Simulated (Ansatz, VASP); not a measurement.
# Zn in VASP and in Ansatz

```
Zn
1.0
     2.65589    0.00000    0.00000
    -1.32794    2.30006    0.00000
     0.00000    0.00000    4.93016
Zn
2
Direct
  0.33333 0.66667 0.25000
  0.66667 0.33333 0.75000
```

Change from the starting cell: volume scaled by 0.99.

Alike in both runs: task single point; functional PBEsol; k mesh 18 × 18 × 8; occupations fermi-dirac, width 0.03 eV; no spin polarisation.

|  | VASP | Ansatz |
| --- | --- | --- |
| version | VASP 6.6.1 | Ansatz 0.2.0 |
| potentials or method | VASP PAW PBE potentials, release 64 (Zn), cutoff 520 eV | all-electron LAPW, scalar-relativistic |

```csv
,VASP,Ansatz,Ansatz less VASP
pressure (GPa),-4.4,-4.7,-0.35
"traceless stress, the component that is largest in VASP (GPa)",1.16,1.27,+0.109
```

VASP's potentials were made for PBE, not for PBEsol. Ansatz ran all-electron here, and VASP with PAW potentials.
